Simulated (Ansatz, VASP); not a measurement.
# Two plane-wave programs on LiF

```
Li F
1.0
     0.00000    2.07442    2.01400
     2.07442    0.00000    2.01400
     2.07442    2.07442    0.00000
Li F
1 1
Direct
  0.00000 0.00000 0.00000
  0.50000 0.50000 0.50000
```

Change from the starting cell: strain +0.0300 x Voigt [1, 1, 0, 0, 0, 0], atoms carried along.

Alike in both runs: task single point; functional r2SCAN; k mesh 10 × 10 × 10; occupations gaussian, width 0.05 eV; no spin polarisation.

|  | VASP | Ansatz |
| --- | --- | --- |
| version | VASP 6.6.1 | Ansatz 0.2.0 |
| potentials or method | VASP PAW PBE potentials, release 64 (Li_sv, F), cutoff 520 eV | scalar-relativistic, plane waves, PAW |
| valence electrons in the cell | 10 | 10 |

```tsv
	VASP	Ansatz	Ansatz less VASP
gap on the k mesh at the Fermi level (eV)	9.69	9.51	-0.181
least direct gap on the mesh (eV)	9.69	9.51	-0.181
```

VASP's potentials were made for PBE, not for r2SCAN. With one functional, cell and mesh, what is left measures potentials, basis and numerics.

Noted on VASP's run: the cutoff is short for stress, so the pressure is rough.
